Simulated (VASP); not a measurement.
# Ta (Im-3m) in VASP: notebook

The runs below take Ta through single point, with PBE.

Program: VASP 6.6.1. These are calculated values, not measurements. Logs are shortened: lines on timing, memory, paths and dates and some standing lists are left out, and cuts for length are marked.

## 1. The cell of the first run

The structure is cubic, space group Im-3m (No. 229). The conventional cell has a = 3.352 Å, b = 3.352 Å, c = 3.352 Å, α = 90.00°, β = 90.00°, γ = 90.00°. Ta (site symmetry m-3m) has 14 Ta at 2.90 to 3.35 Å within 3.8 Å.

## 2. Single point, PBE (volume scaled by 1.03)

The input, INCAR:

```
PREC     = Accurate       # precision mode
ENCUT    = 520            # plane-wave cutoff, eV
EDIFF    = 1E-7           # SCF threshold, eV
ISMEAR   = 0              # smearing method
SIGMA    = 0.1            # smearing width, eV
LREAL    = F              # projectors in reciprocal space
LASPH    = T              # aspherical terms in the spheres
NELM     = 60             # most SCF steps
ALGO     = Fast           # electronic algorithm
ISIF     = 2              # what is computed and relaxed
LWAVE    = F              # write WAVECAR
LCHARG   = F              # write CHGCAR
GGA      = PE             # functional
NBANDS   = 12             # bands
```

The input, KPOINTS:

```
regular mesh
0
Gamma
  18 18 18
```

The input, POSCAR:

```
Ta
1.0
   -1.6758255403      1.6758255403      1.6758255403
    1.6758255403     -1.6758255403      1.6758255403
    1.6758255403      1.6758255403     -1.6758255403
Ta
1
Direct
    0.0000000000      0.0000000000      0.0000000000
```

Potentials or basis: VASP PAW PBE potentials, release 64 (Ta_pv).

Launch:

```
$ cat potpaw_PBE.64/Ta_pv/POTCAR > POTCAR
$ mpirun -np 1 vasp_std > vasp.out
```

OUTCAR:

```text
PREC = Accurate
   ENCUT = 520
   EDIFF = 1E-7
   ISMEAR = 0
   LREAL = F
   LASPH = T
   NELM = 60
   ISIF = 2
   GGA = PE

 ion  position               nearest neighbor table
   1  0.000  0.000  0.000-

  LATTYP: Found a body centered cubic cell.
 ALAT       =     3.3516510806

  Lattice vectors:

 A1 = (  -1.6758255403,   1.6758255403,   1.6758255403)
 A2 = (   1.6758255403,  -1.6758255403,   1.6758255403)
 A3 = (   1.6758255403,   1.6758255403,  -1.6758255403)

Analysis of symmetry for initial positions (statically):
=====================================================================
 Subroutine PRICEL returns:
 Original cell was already a primitive cell.

 Routine SETGRP: Setting up the symmetry group for a
 body centered cubic supercell.

 Subroutine GETGRP returns: Found 48 space group operations
 (whereof 48 operations were pure point group operations)
 out of a pool of 48 trial point group operations.

The static configuration has the point symmetry O_h .

Analysis of symmetry for dynamics (positions and initial velocities):
=====================================================================
 Subroutine PRICEL returns:
 Original cell was already a primitive cell.

 Routine SETGRP: Setting up the symmetry group for a
 body centered cubic supercell.

 Subroutine GETGRP returns: Found 48 space group operations
 (whereof 48 operations were pure point group operations)
 out of a pool of 48 trial point group operations.

The dynamic configuration has the point symmetry O_h .

 Subroutine INISYM returns: Found 48 space group operations
 (whereof 48 operations are pure point group operations),
 and found     1 'primitive' translations

----------------------------------------------------------------------------------------

                                     Primitive cell

  volume of cell :      18.8255

  direct lattice vectors                    reciprocal lattice vectors
    -1.675825540  1.675825540  1.675825540     0.000000000  0.298360413  0.298360413
     1.675825540 -1.675825540  1.675825540     0.298360413  0.000000000  0.298360413
     1.675825540  1.675825540 -1.675825540     0.298360413  0.298360413  0.000000000

  length of vectors
     2.902614980  2.902614980  2.902614980     0.421945342  0.421945342  0.421945342

  position of ions in fractional coordinates (direct lattice)
     0.000000000  0.000000000  0.000000000

  ion indices of the primitive-cell ions
   primitive index   ion index
                 1           1

----------------------------------------------------------------------------------------

 KPOINTS: regular mesh

Automatic generation of k-mesh.
 Grid dimensions read from file:
 generate k-points for:   18   18   18

 Generating k-lattice:

  Cartesian coordinates                     Fractional coordinates (reciprocal lattice)
     0.000000000  0.016575578  0.016575578     0.055555556  0.000000000  0.000000000
     0.016575578  0.000000000  0.016575578     0.000000000  0.055555556  0.000000000
     0.016575578  0.016575578  0.000000000     0.000000000  0.000000000  0.055555556

  Length of vectors
     0.023441408  0.023441408  0.023441408

  Shift w.r.t. Gamma in fractional coordinates (k-lattice)
     0.000000000  0.000000000  0.000000000

 Subroutine IBZKPT returns following result:
 ===========================================

 Found    195 irreducible k-points:

 Following reciprocal coordinates:
            Coordinates               Weight
  0.000000  0.000000  0.000000      1.000000
  0.055556  0.000000  0.000000     12.000000
  0.111111  0.000000  0.000000     12.000000
  0.166667  0.000000  0.000000     12.000000
  0.222222  0.000000  0.000000     12.000000
  0.277778  0.000000  0.000000     12.000000
[... 16 lines left out ...]
  0.333333  0.111111 -0.000000     48.000000
  0.388889  0.111111  0.000000     48.000000
 [... further k-points ...]
   k-points           NKPTS =    195   k-points in BZ     NKDIM =    195   number of bands    NBANDS=     12
   number of dos      NEDOS =    301   number of ions     NIONS =      1
   total plane-waves  NPLWV =  13824
   dimension x,y,z NGX =    24 NGY =   24 NGZ =   24
   dimension x,y,z NGXF=    48 NGYF=   48 NGZF=   48
   ions per type =               1
   NGX,Y,Z   is equivalent  to a cutoff of  13.75, 13.75, 13.75 a.u.
   NGXF,Y,Z  is equivalent  to a cutoff of  27.49, 27.49, 27.49 a.u.
 SYSTEM =  unknown system
   PREC   = accura    normal or accurate (medium, high low for compatibility)
   ISTART =      0    job   : 0-new  1-cont  2-samecut
   ICHARG =      2    charge: 1-file 2-atom 10-const
   ISPIN  =      1    spin polarized calculation?
   LNONCOLLINEAR =      F non collinear calculations
   LSORBIT =      F    spin-orbit coupling
   LASPH  =      T    aspherical Exc in radial PAW
   ENCUT  =  520.0 eV  38.22 Ry    6.18 a.u.   5.40  5.40  5.40*2*pi/ulx,y,z
   NELM   =     60;   NELMIN=  2; NELMDL= -5     # of ELM steps
   EDIFF  = 0.1E-06   stopping-criterion for ELM
   LREAL  =      F    real-space projection
   EDIFFG = 0.1E-05   stopping-criterion for IOM
   NSW    =      0    number of steps for IOM
   IBRION =     -1    ionic relax: 0-MD 1-quasi-New 2-CG
   NFREE  =      0    steps in history (QN), initial steepest desc. (CG)
   ISIF   =      2    stress and relaxation
   ISYM   =      2    0-nonsym 1-usesym 2-fastsym
   POTIM  = 0.5000    time-step for ionic-motion
   TEBEG  =    0.0;   TEEND  =   0.0 temperature during run
   PSTRESS=    0.0 pullay stress
   NELECT =      11.0000    total number of electrons
   NUPDOWN=      -1.0000    fix difference up-down
   EMIN   =  10.00;   EMAX   =-10.00  energy-range for DOS
   EFERMI =   0.00;   METHOD = LEGACY
   ISMEAR =     0;   SIGMA  =   0.10  broadening in eV -4-tet -1-fermi 0-gaus
   EFERMI_NEDOS =   21; number of points for ismear=-14 and -15
   IALGO  =     68    algorithm
   IMIX   =      4    mixing-type and parameters
     AMIX     =   0.40;   BMIX     =  1.00
     AMIX_MAG =   1.60;   BMIX_MAG =  1.00
  volume/ion in A,a.u.               =      18.83       127.04
  Fermi-wavevector in a.u.,A,eV,Ry     =   1.368643  2.586361 25.486220  1.873184
  Thomas-Fermi vector in A             =   2.494589
   LORBIT       =      0    0 simple, 1 ext, 2 COOP (PROOUT), +10 PAW based schemes
   GGA     = PE    functional components
   LHFCALC =     F    Hartree Fock is set to
   AEXX    =    0.0000 exact exchange contribution
   IVDW    =     0    specifies the selected vdW correction
   LEPSILON=     F    determine dielectric tensor
   LRPA    =     F    only Hartree local field effects (RPA)
 non-spin polarized calculation
 RMM-DIIS sequential band-by-band and
 Gauss-broadening in eV      SIGMA  =   0.10
  energy-cutoff  :      520.00
  volume of cell :       18.83
 maximum number of plane-waves:       531
 NGX is ok and might be reduce to    24
   NGX = 11   NGY = 11   NGZ = 11

 number of electron      10.9999998 magnetization

 Free energy of the ion-electron system (eV)
  ---------------------------------------------------
  ext. energy  EPLUGINS =         0.00000000
  ---------------------------------------------------
  free energy    TOTEN  =       -11.80724613 eV

  energy without entropy =      -11.80100660  energy(sigma->0) =      -11.80412636

 E-fermi :   5.1396     XC(G=0): -12.3939

 val. band max:        5.1342498778   @ k =  -0.3889   0.5000   0.0556
 cond. band min:       5.1422368721   @ k =   0.3333   0.1111  -0.0000
 fundamental gap:      0.0079869943
 Fermi energy:         5.1396301992

 k-point     1 :       0.0000    0.0000    0.0000
  band No.  band energies     occupation
      1     -28.1142      2.00000
      2     -28.1142      2.00000
      3     -28.1142      2.00000
      4      -2.6105      2.00000
      5       5.8647      0.00000
      6       5.8647      0.00000
      7       5.8647      0.00000
      8       8.9833      0.00000
      9       8.9833      0.00000
     10      19.9367      0.00000
     11      19.9367      0.00000
     12      19.9367      0.00000

 k-point     2 :       0.0556    0.0000    0.0000
  band No.  band energies     occupation
      1     -28.1472      2.00000
      2     -28.1245      2.00000
      3     -28.1143      2.00000
      4      -2.4794      2.00000
      5       5.7799      0.00000
      6       5.8409      0.00000
      7       5.9923      0.00000
      8       8.8456      0.00000
      9       8.9838      0.00000
     10      20.0535      0.00000
     11      20.1675      0.00000
     12      20.2735      0.00000

 k-point     3 :       0.1111    0.0000    0.0000
  band No.  band energies     occupation
      1     -28.2412      2.00000
      2     -28.1539      2.00000
      3     -28.1147      2.00000
      4      -2.0986      2.00000
      5       5.5460      0.00000
      6       5.7403      0.00000
      7       6.3714      0.00000
      8       8.5543      0.00000
      9       8.9923      0.00000
     10      20.3427      0.00000
     11      20.8375      0.00000
     12      21.1200      0.00000
[... 286 lines left out ...]
 k-point    23 :       0.3333    0.1111   -0.0000
  band No.  band energies     occupation
      1     -28.9950      2.00000
      2     -28.4366      2.00000
      3     -28.1626      2.00000
      4       1.2125      2.00000
      5       3.9513      2.00000
      6       5.1422      0.97059
      7       8.6632      0.00000
      8       9.7646      0.00000
      9      11.6681      0.00000
     10      17.0019      0.00000
     11      18.4944      0.00000
     12      19.6844      0.00000

 k-point    24 :       0.3889    0.1111    0.0000
  band No.  band energies     occupation
      1     -29.0644      2.00000
      2     -28.4711      2.00000
      3     -28.1637      2.00000
      4       1.3122      2.00000
      5       3.8238      2.00000
      6       5.6753      0.00000
      7       8.7222      0.00000
      8       9.9352      0.00000
      9      12.6092      0.00000
     10      15.9917      0.00000
     11      17.8284      0.00000
     12      21.2686      0.00000

 [... further k-points ...]
[... 5 lines left out ...]
  --------------------------------------------------------------------------------------
  -------------------------------------------------------------------------------------
  Total       -0.6315324     -0.6315324     -0.6315324      0.0000000      0.0000000      0.0000000
  in kB      -53.7476943    -53.7476943    -53.7476943      0.0000000      0.0000000      0.0000000
  external PRESSURE =     -53.7476943 kB  Pullay stress =       0.0000000 kB

 VOLUME and BASIS-vectors are now :
 -----------------------------------------------------------------------------
  energy-cutoff  :      520.00
  volume of cell :       18.83
      direct lattice vectors                 reciprocal lattice vectors
    -1.675825540  1.675825540  1.675825540     0.000000000  0.298360413  0.298360413
     1.675825540 -1.675825540  1.675825540     0.298360413  0.000000000  0.298360413
     1.675825540  1.675825540 -1.675825540     0.298360413  0.298360413  0.000000000

 POSITION                                       TOTAL-FORCE (eV/Angst)
 -----------------------------------------------------------------------------------
      0.00000      0.00000      0.00000         0.000000      0.000000     -0.000000
 -----------------------------------------------------------------------------------
    total drift:                               -0.000000     -0.000000     -0.000000

  FREE ENERGIE OF THE ION-ELECTRON SYSTEM (eV)
  ---------------------------------------------------
  free  energy   TOTEN  =       -11.8072461297 eV

  energy  without entropy=      -11.8010065957  energy(sigma->0) =      -11.80412636
```

Run time: 69 s. Hardware: 1 thread of AMD EPYC 7R43 (Zen 3), shared host; peak memory 0.13 GiB.

Results:

```
Free energy : -11.8072 eV
Pressure    : -5.4 GPa
```

Levels at points of the mesh, in eV from the Fermi level:
```tsv
k point	band 3	band 4	band 5	band 6	band 7	band 8
(0.00, 0.00, 0.00)	-33.25	-7.75	0.73	0.73	0.73	3.84
(0.50, 0.00, 0.00)	-33.26	-4.19	-1.42	1.39	3.70	4.67
(0.50, 0.50, 0.50)	-33.97	-3.55	-3.55	6.47	6.47	6.47
```

Caveat: the cell differs from its parent crystal (volume scaled by 1.03); spin-orbit coupling is left out, which moves the levels of the heavy elements.

## 3. Single point, PBE (volume scaled by 1.06)

The input, INCAR:

```
SYSTEM = Ta
PREC = Accurate
ENCUT = 520
EDIFF = 1E-6
ISMEAR = 0
SIGMA = 0.1
LREAL = .False.
LASPH = .True.
NELM = 100
ALGO = Normal
ISIF = 2
LWAVE = .False.
LCHARG = .False.
GGA = PE
NBANDS = 12
```

The input, KPOINTS:

```
regular mesh
0
Gamma
  18 18 18
  0 0 0
```

The input, POSCAR:

```
Ta
1.0
   -1.6919402360      1.6919402360      1.6919402360
    1.6919402360     -1.6919402360      1.6919402360
    1.6919402360      1.6919402360     -1.6919402360
Ta
1
Direct
    0.0000000000      0.0000000000      0.0000000000
```

Potentials or basis: VASP PAW PBE potentials, release 64 (Ta_pv).

Launch:

```
$ cat potpaw_PBE.64/Ta_pv/POTCAR > POTCAR
$ mpirun -np 1 vasp_std > vasp.out
```

It took 44 s on 1 thread of AMD EPYC 7R43 (Zen 3), shared host; peak memory 0.13 GiB.

It converged, with:

* Free energy: -11.7807 eV
* Pressure: -10.1 GPa

Levels at points of the mesh, in eV from the Fermi level:
| k point | band 4 | band 5 | band 6 | band 7 | band 8 | band 9 |
| --- | --- | --- | --- | --- | --- | --- |
| (0.00, 0.00, 0.00) | -7.63 | 0.72 | 0.72 | 0.72 | 3.74 | 3.74 |
| (0.50, 0.00, 0.00) | -4.07 | -1.35 | 1.29 | 3.58 | 4.53 | 7.10 |
| (0.50, 0.50, 0.50) | -3.39 | -3.39 | 6.25 | 6.25 | 6.25 | 8.02 |

Caveat: the cell differs from its parent crystal (volume scaled by 1.06); spin-orbit coupling is left out, which moves the levels of the heavy elements.

## 4. Single point, PBE

This run uses another cell than the first one, of 16.92 Å³/atom, 0.899 times its volume.

The input, INCAR:

```
SYSTEM = Ta
PREC = Accurate ; ENCUT = 520
EDIFF = 1E-7 ; ISMEAR = -1
SIGMA = 0.15 ; LREAL = .False.
LASPH = .True. ; NELM = 60
ALGO = Fast ; ISIF = 2
LWAVE = .False. ; LCHARG = .False.
GGA = PE ; NBANDS = 12
```

The input, KPOINTS:

```
Automatic mesh
0
Gamma
  20 20 20
  0 0 0
```

The input, POSCAR:

```
Ta
1.0
   -1.6172544426      1.6172544426      1.6172544426
    1.6172544426     -1.6172544426      1.6172544426
    1.6172544426      1.6172544426     -1.6172544426
Ta
1
Direct
    0.0000000000      0.0000000000      0.0000000000
```

Launch:

```
$ cat potpaw_PBE.64/Ta_pv/POTCAR > POTCAR
$ mpirun -np 1 vasp_std > vasp.out
```

Wall time 72 s (1 thread of Intel Xeon 8259CL, shared host); peak memory 0.18 GiB.

It converged, with:

* Free energy: -11.7859 eV
* Pressure: 18.2 GPa

Levels at points of the mesh, in eV from the Fermi level:
| k point | band 3 | band 4 | band 5 | band 6 | band 7 | band 8 | band 9 | band 10 |
| --- | --- | --- | --- | --- | --- | --- | --- | --- |
| (0.00, 0.00, 0.00) | -32.84 | -8.18 | 0.71 | 0.71 | 0.71 | 4.21 | 4.21 | 15.28 |
| (0.50, 0.00, 0.00) | -32.85 | -4.69 | -1.76 | 1.87 | 4.13 | 5.24 | 8.41 | 12.21 |
| (0.50, 0.50, 0.50) | -33.83 | -4.22 | -4.22 | 7.34 | 7.34 | 7.34 | 9.23 | 9.23 |

Caveat: spin-orbit coupling is left out, which moves the levels of the heavy elements.

(Continued in part 2 of 2.)
